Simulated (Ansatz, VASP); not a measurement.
## Al3BN2: VASP beside Ansatz

```xyz
12
Lattice="4.8450 -2.7950 0.0000 4.8450 2.7950 0.0000 0.0000 0.0000 5.2700" Properties=species:S:1:pos:R:3 pbc="T T T"
Al    4.8450    1.8631    1.9762
Al    4.8450   -1.8631    4.6113
Al    6.4603   -0.9319    1.9762
Al    6.4603    0.9319    4.6113
Al    3.2297    0.9319    4.6113
Al    3.2297   -0.9319    1.9762
B     4.8450    1.8631    0.0000
B     4.8450   -1.8631    2.6350
N     6.4603   -0.9319    0.0000
N     6.4603    0.9319    2.6350
N     3.2297    0.9319    2.6350
N     3.2297   -0.9319    0.0000
```

Alike in both runs: task relaxation of cell and atoms; functional PBE; k mesh 3 × 3 × 2; occupations gaussian, width 0.15 eV; no spin polarisation.

|  | VASP | Ansatz |
| --- | --- | --- |
| version | VASP 6.6.1 | Ansatz 0.2.0 |
| potentials or method | VASP PAW PBE potentials, release 64 (Al, B, N), cutoff 600 eV | scalar-relativistic, plane waves, PAW |
| valence electrons in the cell | 44 | 44 |

```tsv
	VASP	Ansatz	Ansatz less VASP
gap on the k mesh at the Fermi level, each at its own relaxed structure (eV)	0.19	0.19	-0.002
relaxed volume (Å³/atom)	11.74	11.78	+0.038
relaxed length of the cell vector where the two differ most in proportion (Å)	4.825	4.861	+0.0353
```

The k mesh is coarse, so the values compare programs but aren't converged.
